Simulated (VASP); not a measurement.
A run of VASP 6.6.1:

Contents of INCAR:

```
SYSTEM = CaO
PREC = Accurate
ENCUT = 520
EDIFF = 1E-7
ISMEAR = 0
SIGMA = 0.02
LREAL = .FALSE.
LASPH = .TRUE.
NELM = 80
ALGO = Normal
ISIF = 2
LWAVE = .FALSE.
LCHARG = .FALSE.
NBANDS = 15
```

Contents of KPOINTS:

```
Automatic mesh
0
G
  8 8 8
  0 0 0
```

Contents of POSCAR:

```
CaO
1.0
    0.0000000000      2.3537023233      2.3537023233
    2.3537023233      0.0000000000      2.3537023233
    2.3537023233      2.3537023233      0.0000000000
Ca O
1 1
Direct
    0.0000000000      0.0000000000      0.0000000000
    0.5000000000      0.5000000000      0.5000000000
```

Potentials or basis: VASP PAW LDA potentials, release 64 (Ca_sv, O).

Launch:

```sh
$ cat potpaw_LDA.64/Ca_sv/POTCAR potpaw_LDA.64/O/POTCAR > POTCAR
$ mpirun -np 1 vasp_std > vasp.out
```

Hardware: 1 thread of Intel(R) Xeon(R) Platinum 8559C (Emerald Rapids) (shared host).

Estimate the wall time of this run.

Wall time 9 s on 1 thread of Intel(R) Xeon(R) Platinum 8559C (Emerald Rapids), on a shared host, peak memory 0.14 GiB. Counts: scf iterations 13, k points 29.
